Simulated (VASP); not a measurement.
# CdS (P6_3mc) in VASP: a series of runs

The runs below take CdS through single point, with LDA.

All numbers are computed with VASP 6.6.1; they aren't measurements. Logs are shortened: lines on timing, memory, paths and dates and some standing lists are left out, and cuts for length are marked.

### 1 The cell of the first run

The structure is hexagonal, space group P6_3mc (No. 186). The conventional cell has a = 4.050 Å, b = 4.050 Å, c = 6.611 Å, α = 90.00°, β = 90.00°, γ = 120.00°. Within 3.2 Å of Cd (site symmetry 3m) lie 4 S at 2.46 to 2.55 Å. S (site symmetry 3m) has 4 Cd at 2.46 to 2.55 Å within 3.2 Å.

### 2 Single point, LDA (volume scaled by 0.94)

Input file INCAR:

```
  ALGO = Normal
  EDIFF = 1E-6
  ENCUT = 520
  GGA = CA
  ISIF = 2
  ISMEAR = -1
  LASPH = True
  LCHARG = False
  LREAL = False
  LWAVE = False
  NBANDS = 26
  NELM = 100
  PREC = Accurate
  SIGMA = 0.02
```

Input file KPOINTS:

```
k-points
0
Gamma
  8 8 4
```

Input file POSCAR:

```
CdS
1.0
    4.0503918620      0.0000000000      0.0000000000
   -2.0251959310      3.5077422478      0.0000000000
    0.0000000000      0.0000000000      6.6112266477
Cd S
2 2
Direct
    0.3333333333      0.6666666667      0.0000000000
    0.6666666667      0.3333333333      0.5000000000
    0.3333333333      0.6666666667      0.3850000000
    0.6666666667      0.3333333333      0.8850000000
```

Potentials or basis: VASP PAW LDA potentials, release 64 (Cd, S).

Run with:

```console
cat potpaw_LDA.64/Cd/POTCAR potpaw_LDA.64/S/POTCAR > POTCAR
mpirun -np 1 vasp_std > vasp.out
```

OUTCAR:

```text
EDIFF = 1E-6
   ENCUT = 520
   GGA = CA
   ISIF = 2
   ISMEAR = -1
   LASPH = True
   LREAL = False
   NELM = 100
   PREC = Accurate

 ion  position               nearest neighbor table
   1  0.333  0.667  0.000-   4 2.46   4 2.46   4 2.46   3 2.55
   2  0.667  0.333  0.500-   3 2.46   3 2.46   3 2.46   4 2.55
   3  0.333  0.667  0.385-   2 2.46   2 2.46   2 2.46   1 2.55
   4  0.667  0.333  0.885-   1 2.46   1 2.46   1 2.46   2 2.55

  LATTYP: Found a hexagonal cell.
 ALAT       =     4.0503918620
 C/A-ratio  =     1.6322437120

  Lattice vectors:

 A1 = (   4.0503918620,   0.0000000000,   0.0000000000)
 A2 = (  -2.0251959310,   3.5077422478,   0.0000000000)
 A3 = (   0.0000000000,   0.0000000000,   6.6112266477)

Analysis of symmetry for initial positions (statically):
=====================================================================
 Subroutine PRICEL returns:
 Original cell was already a primitive cell.

 Routine SETGRP: Setting up the symmetry group for a
 hexagonal supercell.

 Subroutine GETGRP returns: Found 12 space group operations
 (whereof  6 operations were pure point group operations)
 out of a pool of 24 trial point group operations.

The static configuration has the point symmetry C_3v.
 The point group associated with its full space group is C_6v.

Analysis of symmetry for dynamics (positions and initial velocities):
=====================================================================
 Subroutine PRICEL returns:
 Original cell was already a primitive cell.

 Routine SETGRP: Setting up the symmetry group for a
 hexagonal supercell.

 Subroutine GETGRP returns: Found 12 space group operations
 (whereof  6 operations were pure point group operations)
 out of a pool of 24 trial point group operations.

The dynamic configuration has the point symmetry C_3v.
 The point group associated with its full space group is C_6v.

 Subroutine INISYM returns: Found 12 space group operations
 (whereof  6 operations are pure point group operations),
 and found     1 'primitive' translations

----------------------------------------------------------------------------------------

                                     Primitive cell

[... 82 lines left out ...]
   NGX,Y,Z   is equivalent  to a cutoff of  12.31, 12.31, 12.57 a.u.
   NGXF,Y,Z  is equivalent  to a cutoff of  24.63, 24.63, 25.15 a.u.
 SYSTEM =  unknown system
   PREC   = accura    normal or accurate (medium, high low for compatibility)
   ISTART =      0    job   : 0-new  1-cont  2-samecut
   ICHARG =      2    charge: 1-file 2-atom 10-const
   ISPIN  =      1    spin polarized calculation?
   LNONCOLLINEAR =      F non collinear calculations
   LSORBIT =      F    spin-orbit coupling
   LASPH  =      T    aspherical Exc in radial PAW
   ENCUT  =  520.0 eV  38.22 Ry    6.18 a.u.   7.53  7.53 12.29*2*pi/ulx,y,z
   NELM   =    100;   NELMIN=  2; NELMDL= -5     # of ELM steps
   EDIFF  = 0.1E-05   stopping-criterion for ELM
   LREAL  =      F    real-space projection
   EDIFFG = 0.1E-04   stopping-criterion for IOM
   NSW    =      0    number of steps for IOM
   IBRION =     -1    ionic relax: 0-MD 1-quasi-New 2-CG
   NFREE  =      0    steps in history (QN), initial steepest desc. (CG)
   ISIF   =      2    stress and relaxation
   ISYM   =      2    0-nonsym 1-usesym 2-fastsym
   POTIM  = 0.5000    time-step for ionic-motion
   TEBEG  =    0.0;   TEEND  =   0.0 temperature during run
   PSTRESS=    0.0 pullay stress
   NELECT =      36.0000    total number of electrons
   NUPDOWN=      -1.0000    fix difference up-down
   EMIN   =  10.00;   EMAX   =-10.00  energy-range for DOS
   EFERMI =   0.00;   METHOD = LEGACY
   ISMEAR =    -1;   SIGMA  =   0.02  broadening in eV -4-tet -1-fermi 0-gaus
   EFERMI_NEDOS =   21; number of points for ismear=-14 and -15
   IALGO  =     38    algorithm
   IMIX   =      4    mixing-type and parameters
     AMIX     =   0.40;   BMIX     =  1.00
     AMIX_MAG =   1.60;   BMIX_MAG =  1.00
  volume/ion in A,a.u.               =      23.48       158.47
  Fermi-wavevector in a.u.,A,eV,Ry     =   1.189159  2.247185 19.240000  1.414100
  Thomas-Fermi vector in A             =   2.325273
   LORBIT       =      0    0 simple, 1 ext, 2 COOP (PROOUT), +10 PAW based schemes
   GGA     = CA    functional components
   LHFCALC =     F    Hartree Fock is set to
   AEXX    =    0.0000 exact exchange contribution
   IVDW    =     0    specifies the selected vdW correction
   LEPSILON=     F    determine dielectric tensor
   LRPA    =     F    only Hartree local field effects (RPA)
 non-spin polarized calculation
  energy-cutoff  :      520.00
  volume of cell :       93.93
 maximum number of plane-waves:      2563
   NGX = 15   NGY = 15   NGZ = 25

 number of electron      36.0000025 magnetization

 Free energy of the ion-electron system (eV)
  ---------------------------------------------------
  ext. energy  EPLUGINS =         0.00000000
  ---------------------------------------------------
  free energy    TOTEN  =       -14.78643609 eV

  energy without entropy =      -14.78643609  energy(sigma->0) =      -14.78643609

 E-fermi :   2.0757     XC(G=0):  -9.8306

 val. band max:        1.6222278532   @ k =   0.0000   0.0000   0.0000
 cond. band min:       2.7314922128   @ k =   0.0000   0.0000   0.0000
 fundamental gap:      1.1092643596
 Fermi energy:         2.0757466247

 k-point     1 :       0.0000    0.0000    0.0000
  band No.  band energies     occupation
      1     -11.1001      2.00000
      2     -10.6127      2.00000
      3      -6.3874      2.00000
      4      -6.3874      2.00000
      5      -6.3078      2.00000
      6      -6.3078      2.00000
[... 685 lines left out ...]
     25       9.9412      0.00000
     26       9.9412      0.00000

 [... further k-points ...]
[... 5 lines left out ...]
  --------------------------------------------------------------------------------------
  -------------------------------------------------------------------------------------
  Total        1.6109154      1.6109154     -0.0508741      0.0000000      0.0000000      0.0000000
  in kB       27.4774586     27.4774586     -0.8677627      0.0000000      0.0000000      0.0000000
  external PRESSURE =      18.0290515 kB  Pullay stress =       0.0000000 kB

 VOLUME and BASIS-vectors are now :
 -----------------------------------------------------------------------------
  energy-cutoff  :      520.00
  volume of cell :       93.93
      direct lattice vectors                 reciprocal lattice vectors
     4.050391862  0.000000000  0.000000000     0.246889692  0.142541830  0.000000000
    -2.025195931  3.507742248  0.000000000     0.000000000  0.285083660  0.000000000
     0.000000000  0.000000000  6.611226648     0.000000000  0.000000000  0.151257861

 POSITION                                       TOTAL-FORCE (eV/Angst)
 -----------------------------------------------------------------------------------
     -0.00000      2.33849      0.00000        -0.000000      0.000000      0.315696
      2.02520      1.16925      3.30561         0.000000     -0.000000      0.315696
     -0.00000      2.33849      2.54532         0.000000      0.000000     -0.315696
      2.02520      1.16925      5.85094        -0.000000      0.000000     -0.315696
 -----------------------------------------------------------------------------------
    total drift:                               -0.000000     -0.000000      0.000837

  FREE ENERGIE OF THE ION-ELECTRON SYSTEM (eV)
  ---------------------------------------------------
  free  energy   TOTEN  =       -14.7864360915 eV

  energy  without entropy=      -14.7864360915  energy(sigma->0) =      -14.78643609
```

Run time: 48 s. Hardware: 1 thread of Intel Xeon Platinum 8488C (Sapphire Rapids), shared host; peak memory 0.2 GiB.

What came out:

```yaml
Free_energy: -14.7864 eV
Pressure: 1.8 GPa
Largest_force: 0.316 eV/Å
Band_gap_on_the_k_mesh: 1.11 eV, direct
```

Forces on the atoms (eV/Å):
```
Cd   0.000  0.000  0.316
Cd   0.000  0.000  0.316
S    0.000  0.000 -0.316
S    0.000  0.000 -0.316
```

Stress tensor (GPa, compression positive):
```
 2.75  0.00  0.00
 0.00  2.75  0.00
 0.00  0.00 -0.09
```

### 3 Single point, LDA (volume scaled by 0.98)

Input file INCAR:

```
  PREC = Accurate
  ENCUT = 520
  EDIFF = 1E-6
  ISMEAR = -1
  SIGMA = 0.02
  LREAL = F
  LASPH = T
  NELM = 100
  ALGO = Normal
  ISIF = 2
  LWAVE = F
  LCHARG = T
  GGA = CA
  LELF = T
  LVHAR = T
  NBANDS = 26
```

Input file KPOINTS:

```
regular mesh
0
Gamma
  8 8 4
```

Input file POSCAR:

```
CdS
1.0
    4.1070480370      0.0000000000      0.0000000000
   -2.0535240185      3.5568079346      0.0000000000
    0.0000000000      0.0000000000      6.7037033332
Cd S
2 2
Direct
    0.3333333333      0.6666666667      0.0000000000
    0.6666666667      0.3333333333      0.5000000000
    0.3333333333      0.6666666667      0.3850000000
    0.6666666667      0.3333333333      0.8850000000
```

Potentials or basis: VASP PAW LDA potentials, release 64 (Cd, S).

Run with:

```console
cat potpaw_LDA.64/Cd/POTCAR potpaw_LDA.64/S/POTCAR > POTCAR
mpirun -np 1 vasp_std > vasp.out
```

Run time: 61 s. Hardware: 1 thread of Intel Xeon Platinum 8488C (Sapphire Rapids), shared host; peak memory 0.21 GiB.

Results (log left out):

```yaml
Free_energy: -14.7951 eV
Pressure: -1.1 GPa
Largest_force: 0.268 eV/Å
Band_gap_on_the_k_mesh: 1.02 eV, direct
```

Forces in eV/Å, atoms in the order of the input:
```
Cd   0.000  0.000  0.268
Cd   0.000  0.000  0.268
S    0.000  0.000 -0.268
S    0.000  0.000 -0.268
```

Stress tensor (GPa, compression positive):
```
-0.35  0.00  0.00
 0.00 -0.35  0.00
 0.00  0.00 -2.53
```

Levels at points of the mesh, in eV from the valence-band top:
```tsv
k point	band 16	band 17	band 18	band 19	band 20	band 21
(0.00, 0.00, 0.00)	-0.05	0.00	0.00	1.02	2.52	6.30
(0.50, 0.00, 0.00)	-1.97	-1.31	-0.88	3.57	3.65	4.90
(0.00, 0.00, 0.50)	-0.38	-0.38	-0.38	2.65	2.65	5.94
(0.50, 0.00, 0.50)	-1.46	-1.35	-1.35	3.29	3.29	5.13
```

### 4 Single point, LDA (volume scaled by 1.01)

Input file INCAR:

```
SYSTEM = CdS
ALGO = Normal
EDIFF = 1E-7
ENCUT = 520
ISIF = 2
ISMEAR = -1
LASPH = .True.
LCHARG = .True.
LELF = .True.
LREAL = .False.
LVHAR = .True.
LWAVE = .False.
NBANDS = 26
NELM = 80
PREC = Accurate
SIGMA = 0.02
```

Input file KPOINTS:

```
k-points
0
Gamma
  8 8 4
  0 0 0
```

Input file POSCAR:

```
CdS
1.0
    4.1485361787      0.0000000000      0.0000000000
   -2.0742680894      3.5927377193      0.0000000000
    0.0000000000      0.0000000000      6.7714220916
Cd S
2 2
Direct
    0.3333333333      0.6666666667      0.0000000000
    0.6666666667      0.3333333333      0.5000000000
    0.3333333333      0.6666666667      0.3850000000
    0.6666666667      0.3333333333      0.8850000000
```

Run with:

```console
cat potpaw_LDA.64/Cd/POTCAR potpaw_LDA.64/S/POTCAR > POTCAR
mpirun -np 1 vasp_std > vasp.out
```

It took 92 s on 1 thread of Intel Xeon Platinum 8488C (Sapphire Rapids), shared host; peak memory 0.21 GiB.

The run converged. Its results:

```yaml
Free_energy: -14.7589 eV
Pressure: -2.8 GPa
Largest_force: 0.237 eV/Å
Band_gap_on_the_k_mesh: 0.95 eV, direct
```

Forces on the atoms (eV/Å):
```
Cd   0.000  0.000  0.237
Cd   0.000  0.000  0.237
S    0.000  0.000 -0.237
S    0.000  0.000 -0.237
```

Stress tensor (GPa, compression positive):
```
-2.22  0.00  0.00
 0.00 -2.22  0.00
 0.00  0.00 -4.00
```

Levels at points of the mesh, in eV from the valence-band top:
| k point | band 14 | band 15 | band 16 | band 17 | band 18 | band 19 | band 20 | band 21 | band 22 | band 23 |
| --- | --- | --- | --- | --- | --- | --- | --- | --- | --- | --- |
| (0.00, 0.00, 0.00) | -0.70 | -0.70 | -0.03 | 0.00 | 0.00 | 0.95 | 2.49 | 6.30 | 6.30 | 6.57 |
| (0.50, 0.00, 0.00) | -3.64 | -2.57 | -1.87 | -1.23 | -0.83 | 3.51 | 3.65 | 4.92 | 6.16 | 7.04 |
| (0.00, 0.00, 0.50) | -2.45 | -0.36 | -0.36 | -0.36 | -0.36 | 2.59 | 2.59 | 5.91 | 5.91 | 6.65 |
| (0.50, 0.00, 0.50) | -4.20 | -1.38 | -1.38 | -1.28 | -1.28 | 3.28 | 3.28 | 5.12 | 5.12 | 7.65 |

### 5 Single point, LDA (volume scaled by 1.04)

Input file INCAR:

```
ALGO = Normal ; EDIFF = 1E-6
ENCUT = 520 ; ISIF = 2
ISMEAR = -1 ; LASPH = True
LCHARG = False ; LREAL = False
LWAVE = False ; NBANDS = 26
NELM = 80 ; PREC = Accurate
SIGMA = 0.02
```

Input file KPOINTS:

```
k-points
0
Gamma
  8 8 4
```

Input file POSCAR:

```
CdS
1.0
    4.1892106958      0.0000000000      0.0000000000
   -2.0946053479      3.6279628844      0.0000000000
    0.0000000000      0.0000000000      6.8378128164
Cd S
2 2
Direct
    0.3333333333      0.6666666667      0.0000000000
    0.6666666667      0.3333333333      0.5000000000
    0.3333333333      0.6666666667      0.3850000000
    0.6666666667      0.3333333333      0.8850000000
```

Run with:

```console
cat potpaw_LDA.64/Cd/POTCAR potpaw_LDA.64/S/POTCAR > POTCAR
mpirun -np 1 vasp_std > vasp.out
```

It took 60 s on 1 thread of Intel Xeon Platinum 8488C (Sapphire Rapids), shared host; peak memory 0.22 GiB.

The run converged. Its results:

* Free energy: -14.6925 eV
* Pressure: -4.3 GPa
* Largest force: 0.209 eV/Å
* Band gap on the k mesh: 0.88 eV, direct

Forces on the atoms (eV/Å):
```
Cd   0.000  0.000  0.209
Cd   0.000  0.000  0.209
S    0.000  0.000 -0.209
S    0.000  0.000 -0.209
```

Stress tensor (GPa, compression positive):
```
-3.82  0.00  0.00
 0.00 -3.82  0.00
 0.00  0.00 -5.23
```

Levels at points of the mesh, in eV from the valence-band top:
| k point | band 15 | band 16 | band 17 | band 18 | band 19 | band 20 | band 21 | band 22 |
| --- | --- | --- | --- | --- | --- | --- | --- | --- |
| (0.00, 0.00, 0.00) | -0.67 | -0.02 | 0.00 | 0.00 | 0.88 | 2.44 | 6.31 | 6.31 |
| (0.50, 0.00, 0.00) | -2.44 | -1.77 | -1.15 | -0.79 | 3.44 | 3.64 | 4.93 | 6.06 |
| (0.00, 0.00, 0.50) | -0.34 | -0.34 | -0.34 | -0.34 | 2.52 | 2.52 | 5.88 | 5.88 |
| (0.50, 0.00, 0.50) | -1.30 | -1.30 | -1.21 | -1.21 | 3.26 | 3.26 | 5.10 | 5.10 |

### 6 Overview

| cell | gap on the mesh (eV) | pressure (GPa) | largest force (eV/Å) |
| --- | --- | --- | --- |
| a = 4.050, b = 4.050, c = 6.611 Å, angles 90.0, 90.0, 120.0°, 4 atoms | 1.11 | 1.8 | 0.32 |
| a = 4.107, b = 4.107, c = 6.704 Å, angles 90.0, 90.0, 120.0°, 4 atoms | 1.02 | -1.1 | 0.27 |
| a = 4.149, b = 4.149, c = 6.771 Å, angles 90.0, 90.0, 120.0°, 4 atoms | 0.95 | -2.8 | 0.24 |
| a = 4.189, b = 4.189, c = 6.838 Å, angles 90.0, 90.0, 120.0°, 4 atoms | 0.88 | -4.3 | 0.21 |

Alike in all rows: task single point; level LDA; potentials or basis VASP PAW LDA potentials, release 64 (Cd, S); no spin polarisation; k mesh 8 × 8 × 4; cutoff (eV) 520; smearing fermi-dirac 0.02 eV.

Absolute energies hang on the potentials; compare differences alone.
